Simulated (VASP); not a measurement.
# SnO2 (Cmm2) in VASP: single point with r2SCAN

Aim: the single point of SnO2 with r2SCAN.

Program: VASP 6.6.1. These are calculated values, not measurements. Logs are shortened: lines on timing, memory, paths and dates and some standing lists are left out, and cuts for length are marked.

## (1) The cell of the first run

Symmetry: Cmm2, No. 35, orthorhombic system. Conventional cell: a = 6.732 Å, b = 6.732 Å, c = 3.201 Å, α = 90.00°, β = 90.00°, γ = 90.00°. Sn (site symmetry mm2) has 6 O at 1.92 to 2.22 Å within 2.5 Å. Sn (site symmetry mm2) has 6 O at 2.06 to 2.07 Å within 2.7 Å. Within 2.7 Å of O (site symmetry m) lie 3 Sn at 2.07 Å and 1 O at 2.61 Å. Within 2.5 Å of O (site symmetry m) lie 3 Sn at 1.92 to 2.22 Å.

## (2) Single point, r2SCAN (atom 1 (Sn) moved by (+0.000, -0.200) A along x and z)

The input, POSCAR:

```
SnO2
1.0
    4.7602164758      0.0000000000      0.0000000000
    0.0000000000      4.7602164758      0.0000000000
    0.0000000000      0.0000000000      3.2005650987
Sn O
2 4
Direct
    0.0000000000      0.0000000000     -0.0624889649
    0.5000000000      0.5000000000      0.5000000000
    0.3058934984      0.3058934984      0.0000000000
    0.1941065016      0.8058934984      0.5000000000
    0.6941065016      0.6941065016      0.0000000000
    0.8058934984      0.1941065016      0.5000000000
```

The input, INCAR.step1:

```
SYSTEM = SnO2
ALGO     = Normal         ! electronic algorithm
EDIFF    = 1E-4           ! SCF threshold, eV
ENCUT    = 520            ! plane-wave cutoff, eV
GGA      = PE             ! functional
ISMEAR   = 0              ! smearing method
LASPH    = .True.         ! aspherical terms in the spheres
LCHARG   = .False.        ! write CHGCAR
LREAL    = .False.        ! projectors in reciprocal space
LWAVE    = .True.         ! write WAVECAR
NBANDS   = 35             ! bands
NELM     = 80             ! most SCF steps
PREC     = Accurate       ! precision mode
SIGMA    = 0.05           ! smearing width, eV
```

The input, INCAR.step2:

```
SYSTEM = SnO2
ALGO     = Normal         ! electronic algorithm
EDIFF    = 1E-6           ! SCF threshold, eV
ENCUT    = 520            ! plane-wave cutoff, eV
ISIF     = 2              ! what is computed and relaxed
ISMEAR   = 0              ! smearing method
ISTART   = 1            
LASPH    = .True.         ! aspherical terms in the spheres
LCHARG   = .False.        ! write CHGCAR
LMIXTAU  = .True.       
LREAL    = .False.        ! projectors in reciprocal space
LWAVE    = .False.        ! write WAVECAR
METAGGA  = R2SCAN         ! meta-GGA
NBANDS   = 35             ! bands
NELM     = 80             ! most SCF steps
PREC     = Accurate       ! precision mode
SIGMA    = 0.05           ! smearing width, eV
```

The input, KPOINTS:

```
k-points
0
Gamma
  6 6 8
  0 0 0
```

Potentials or basis: VASP PAW PBE potentials, release 64 (Sn_d, O).

Command:

```sh
$ cat potpaw_PBE.64/Sn_d/POTCAR potpaw_PBE.64/O/POTCAR > POTCAR
$ cp INCAR.step1 INCAR
$ mpirun -np 1 vasp_std > vasp.out
$ cp INCAR.step2 INCAR
$ mpirun -np 1 vasp_std > vasp.out
```

OUTCAR:

```text
SYSTEM = SnO2
   EDIFF = 1E-6
   ENCUT = 520
   ISIF = 2
   ISMEAR = 0
   ISTART = 1
   LASPH = .True.
   LREAL = .False.
   METAGGA = R2SCAN
   NELM = 80
   PREC = Accurate

 ion  position               nearest neighbor table
   1  0.000  0.000  0.938-   4 1.92   6 1.92   5 2.07   3 2.07   4 2.22   6 2.22   2 3.65   2 3.65
                             2 3.65   2 3.65
   2  0.500  0.500  0.500-   4 2.06   6 2.06   5 2.07   3 2.07   3 2.07   5 2.07   1 3.65   1 3.65
                             1 3.65   1 3.65
   3  0.306  0.306  0.000-   2 2.07   2 2.07   1 2.07
   4  0.194  0.806  0.500-   1 1.92   2 2.06   1 2.22
   5  0.694  0.694  0.000-   2 2.07   2 2.07   1 2.07
   6  0.806  0.194  0.500-   1 1.92   2 2.06   1 2.22

  LATTYP: Found a simple tetragonal cell.
 ALAT       =     4.7602164758
 C/A-ratio  =     0.6723570483

  Lattice vectors:

 A1 = (   4.7602164758,   0.0000000000,   0.0000000000)
 A2 = (   0.0000000000,   4.7602164758,   0.0000000000)
 A3 = (   0.0000000000,   0.0000000000,   3.2005650987)

Analysis of symmetry for initial positions (statically):
=====================================================================
 Subroutine PRICEL returns:
 Original cell was already a primitive cell.

 Routine SETGRP: Setting up the symmetry group for a
 simple tetragonal supercell.

 Subroutine GETGRP returns: Found  4 space group operations
 (whereof  4 operations were pure point group operations)
 out of a pool of 16 trial point group operations.

The static configuration has the point symmetry C_2v.

Analysis of symmetry for dynamics (positions and initial velocities):
=====================================================================
 Subroutine PRICEL returns:
 Original cell was already a primitive cell.

 Routine SETGRP: Setting up the symmetry group for a
 simple tetragonal supercell.

 Subroutine GETGRP returns: Found  4 space group operations
 (whereof  4 operations were pure point group operations)
 out of a pool of 16 trial point group operations.

The dynamic configuration has the point symmetry C_2v.

 Subroutine INISYM returns: Found  4 space group operations
 (whereof  4 operations are pure point group operations),
 and found     1 'primitive' translations

----------------------------------------------------------------------------------------

                                     Primitive cell

  volume of cell :      72.5237

  direct lattice vectors                    reciprocal lattice vectors
     4.760216476  0.000000000  0.000000000     0.210074480  0.000000000  0.000000000
     0.000000000  4.760216476  0.000000000     0.000000000  0.210074480  0.000000000
     0.000000000  0.000000000  3.200565099     0.000000000  0.000000000  0.312444824

  length of vectors
     4.760216476  4.760216476  3.200565099     0.210074480  0.210074480  0.312444824

  position of ions in fractional coordinates (direct lattice)
     0.000000000  0.000000000  0.937511035
     0.500000000  0.500000000  0.500000000
     0.305893498  0.305893498  0.000000000
     0.194106502  0.805893498  0.500000000
     0.694106502  0.694106502  0.000000000
     0.805893498  0.194106502  0.500000000

  ion indices of the primitive-cell ions
   primitive index   ion index
                 1           1
                 2           2
                 3           3
                 4           4
                 5           5
                 6           6

----------------------------------------------------------------------------------------

 KPOINTS: k-points

Automatic generation of k-mesh.
 Grid dimensions read from file:
 generate k-points for:    6    6    8

 Generating k-lattice:

  Cartesian coordinates                     Fractional coordinates (reciprocal lattice)
     0.035012413  0.000000000  0.000000000     0.166666667  0.000000000  0.000000000
     0.000000000  0.035012413  0.000000000     0.000000000  0.166666667  0.000000000
     0.000000000  0.000000000  0.039055603     0.000000000  0.000000000  0.125000000

  Length of vectors
     0.035012413  0.035012413  0.039055603

  Shift w.r.t. Gamma in fractional coordinates (k-lattice)
     0.000000000  0.000000000  0.000000000

 Subroutine IBZKPT returns following result:
 ===========================================

 Found     65 irreducible k-points:

 Following reciprocal coordinates:
            Coordinates               Weight
  0.000000  0.000000  0.000000      1.000000
  0.166667  0.000000  0.000000      4.000000
  0.333333  0.000000  0.000000      4.000000
  0.500000  0.000000  0.000000      2.000000
  0.166667  0.166667  0.000000      2.000000
 -0.166667  0.166667  0.000000      2.000000
[... 16 lines left out ...]
  0.333333  0.333333  0.125000      4.000000
 -0.333333  0.333333  0.125000      4.000000
 [... further k-points ...]
   k-points           NKPTS =     65   k-points in BZ     NKDIM =     65   number of bands    NBANDS=     35
   number of dos      NEDOS =    301   number of ions     NIONS =      6
   total plane-waves  NPLWV =  31104
   dimension x,y,z NGX =    36 NGY =   36 NGZ =   24
   dimension x,y,z NGXF=    72 NGYF=   72 NGZF=   48
   ions per type =               2   4
   NGX,Y,Z   is equivalent  to a cutoff of  12.57, 12.57, 12.47 a.u.
   NGXF,Y,Z  is equivalent  to a cutoff of  25.15, 25.15, 24.93 a.u.
 SYSTEM =  SnO2
   PREC   = accura    normal or accurate (medium, high low for compatibility)
   ISTART =      1    job   : 0-new  1-cont  2-samecut
   ICHARG =      0    charge: 1-file 2-atom 10-const
   ISPIN  =      1    spin polarized calculation?
   LNONCOLLINEAR =      F non collinear calculations
   LSORBIT =      F    spin-orbit coupling
   LASPH  =      T    aspherical Exc in radial PAW
   ENCUT  =  520.0 eV  38.22 Ry    6.18 a.u.   8.85  8.85  5.95*2*pi/ulx,y,z
   NELM   =     80;   NELMIN=  2; NELMDL=  0     # of ELM steps
   EDIFF  = 0.1E-05   stopping-criterion for ELM
   LREAL  =      F    real-space projection
   EDIFFG = 0.1E-04   stopping-criterion for IOM
   NSW    =      0    number of steps for IOM
   IBRION =     -1    ionic relax: 0-MD 1-quasi-New 2-CG
   NFREE  =      0    steps in history (QN), initial steepest desc. (CG)
   ISIF   =      2    stress and relaxation
   ISYM   =      2    0-nonsym 1-usesym 2-fastsym
   POTIM  = 0.5000    time-step for ionic-motion
   TEBEG  =    0.0;   TEEND  =   0.0 temperature during run
   PSTRESS=    0.0 pullay stress
   NELECT =      52.0000    total number of electrons
   NUPDOWN=      -1.0000    fix difference up-down
   EMIN   =  10.00;   EMAX   =-10.00  energy-range for DOS
   EFERMI =   0.00;   METHOD = LEGACY
   ISMEAR =     0;   SIGMA  =   0.05  broadening in eV -4-tet -1-fermi 0-gaus
   EFERMI_NEDOS =   21; number of points for ismear=-14 and -15
   IALGO  =     38    algorithm
   IMIX   =      4    mixing-type and parameters
     AMIX     =   0.40;   BMIX     =  1.00
     AMIX_MAG =   1.60;   BMIX_MAG =  1.00
  volume/ion in A,a.u.               =      12.09        81.57
  Fermi-wavevector in a.u.,A,eV,Ry     =   1.465264  2.768948 29.211695  2.146999
  Thomas-Fermi vector in A             =   2.581142
   LORBIT       =      0    0 simple, 1 ext, 2 COOP (PROOUT), +10 PAW based schemes
   METAGGA = R2SCAN    functional components
   LHFCALC =     F    Hartree Fock is set to
   AEXX    =    0.0000 exact exchange contribution
   IVDW    =     0    specifies the selected vdW correction
   LEPSILON=     F    determine dielectric tensor
   LRPA    =     F    only Hartree local field effects (RPA)
 non-spin polarized calculation
 Gauss-broadening in eV      SIGMA  =   0.05
  energy-cutoff  :      520.00
  volume of cell :       72.52
 maximum number of plane-waves:      1992
   NGX = 17   NGY = 17   NGZ = 11

 number of electron      52.0000003 magnetization

 Free energy of the ion-electron system (eV)
  ---------------------------------------------------
  ext. energy  EPLUGINS =         0.00000000
  ---------------------------------------------------
  free energy    TOTEN  =       -84.20018045 eV

  energy without entropy =      -84.20018045  energy(sigma->0) =      -84.20018045

 E-fermi :   5.8387     XC(G=0): -11.9603

 val. band max:        5.5174105511   @ k =   0.0000   0.0000   0.0000
 cond. band min:       7.3130769843   @ k =   0.0000   0.0000   0.0000
 fundamental gap:      1.7956664332
 Fermi energy:         5.8386760923

 k-point     1 :       0.0000    0.0000    0.0000
  band No.  band energies     occupation
      1     -16.2114      2.00000
      2     -15.2984      2.00000
      3     -15.2909      2.00000
      4     -14.9763      2.00000
      5     -14.9516      2.00000
      6     -14.8625      2.00000
[... 27 lines left out ...]
     34      18.6785      0.00000
     35      18.9621      0.00000

 k-point     2 :       0.1667    0.0000    0.0000
  band No.  band energies     occupation
      1     -16.1670      2.00000
      2     -15.3938      2.00000
      3     -15.2758      2.00000
      4     -14.9752      2.00000
      5     -14.9454      2.00000
      6     -14.8830      2.00000
[... 27 lines left out ...]
     34      18.6447      0.00000
     35      18.9427      0.00000

 k-point     3 :       0.3333    0.0000    0.0000
  band No.  band energies     occupation
      1     -16.0375      2.00000
      2     -15.5979      2.00000
      3     -15.2791      2.00000
      4     -14.9725      2.00000
      5     -14.9344      2.00000
      6     -14.9091      2.00000
[... 27 lines left out ...]
     34      18.6723      0.00000
     35      18.8681      0.00000

 k-point     4 :       0.5000    0.0000    0.0000
  band No.  band energies     occupation
      1     -15.8455      2.00000
      2     -15.8268      2.00000
      3     -15.2815      2.00000
      4     -14.9709      2.00000
      5     -14.9279      2.00000
      6     -14.9194      2.00000
[... 27 lines left out ...]
     34      18.7586      0.00000
     35      19.1218      0.00000

 k-point     5 :       0.1667    0.1667    0.0000
  band No.  band energies     occupation
      1     -16.1387      2.00000
      2     -15.4207      2.00000
      3     -15.3005      2.00000
      4     -14.9739      2.00000
      5     -14.9481      2.00000
      6     -14.9177      2.00000
[... 638 lines left out ...]
 k-point    22 :       0.5000    0.1667    0.1250
  band No.  band energies     occupation
      1     -15.8641      2.00000
      2     -15.7919      2.00000
      3     -15.3633      2.00000
      4     -15.1576      2.00000
      5     -14.9037      2.00000
      6     -14.8759      2.00000
[... 27 lines left out ...]
     34      18.7290      0.00000
     35      19.0433      0.00000

 k-point    23 :       0.3333    0.3333    0.1250
  band No.  band energies     occupation
      1     -15.9523      2.00000
      2     -15.6713      2.00000
      3     -15.4541      2.00000
      4     -15.1594      2.00000
      5     -14.9160      2.00000
      6     -14.8717      2.00000
[... 27 lines left out ...]
     34      18.7115      0.00000
     35      18.7756      0.00000

 k-point    24 :      -0.3333    0.3333    0.1250
  band No.  band energies     occupation
      1     -15.9112      2.00000
      2     -15.7848      2.00000
      3     -15.3616      2.00000
      4     -15.1708      2.00000
      5     -14.9057      2.00000
      6     -14.8809      2.00000
[... 27 lines left out ...]
     34      18.7255      0.00000
     35      18.8257      0.00000

 [... further k-points ...]

------------------------ aborting loop because EDIFF is reached ----------------------------------------

  FORCE on cell =-STRESS in cart. coord.  units (eV):
  Direction    XX          YY          ZZ          XY          YZ          ZX
  --------------------------------------------------------------------------------------
  -------------------------------------------------------------------------------------
  Total        1.6098856      1.6098856      2.8805277     -1.4720239      0.0000000      0.0000000
  in kB       35.5652225     35.5652225     63.6359543    -32.5196132      0.0000000      0.0000000
  external PRESSURE =      44.9221331 kB  Pullay stress =       0.0000000 kB

 VOLUME and BASIS-vectors are now :
 -----------------------------------------------------------------------------
  energy-cutoff  :      520.00
  volume of cell :       72.52
      direct lattice vectors                 reciprocal lattice vectors
     4.760216476  0.000000000  0.000000000     0.210074480  0.000000000  0.000000000
     0.000000000  4.760216476  0.000000000     0.000000000  0.210074480  0.000000000
     0.000000000  0.000000000  3.200565099     0.000000000  0.000000000  0.312444824

 POSITION                                       TOTAL-FORCE (eV/Angst)
 -----------------------------------------------------------------------------------
      0.00000      0.00000      3.00057         0.000000     -0.000000      4.453507
      2.38011      2.38011      1.60028         0.000000     -0.000000     -0.053167
      1.45612      1.45612      0.00000        -0.086847     -0.086847     -0.089869
      0.92399      3.83623      1.60028         0.737273     -0.737273     -2.110301
      3.30410      3.30410      0.00000         0.086847      0.086847     -0.089869
      3.83623      0.92399      1.60028        -0.737273      0.737273     -2.110301
 -----------------------------------------------------------------------------------
    total drift:                               -0.000000     -0.000000     -0.002100

  FREE ENERGIE OF THE ION-ELECTRON SYSTEM (eV)
  ---------------------------------------------------
  free  energy   TOTEN  =       -84.2001804548 eV

  energy  without entropy=      -84.2001804548  energy(sigma->0) =      -84.20018045
```

Wall time 2.8 min (1 thread of Intel Xeon 6975P-C (Granite Rapids), shared host); peak memory 0.27 GiB.

Results:

- Free energy: -84.2002 eV
- Pressure: 4.5 GPa
- Largest force: 4.454 eV/Å
- Band gap on the k mesh: 1.80 eV

Forces in eV/Å, atoms in the order of the input:
```
Sn   0.000  0.000  4.454
Sn   0.000  0.000 -0.053
O   -0.087 -0.087 -0.090
O    0.737 -0.737 -2.110
O    0.087  0.087 -0.090
O   -0.737  0.737 -2.110
```

Caveat: the cell differs from its parent crystal (atom 1 (Sn) moved by (+0.000, -0.200) A along x and z); the cell stands under pressure; the PAW data sets were made with another functional, which shifts forces and pressure a little; spin-orbit coupling is left out, which moves the levels of the heavy elements.
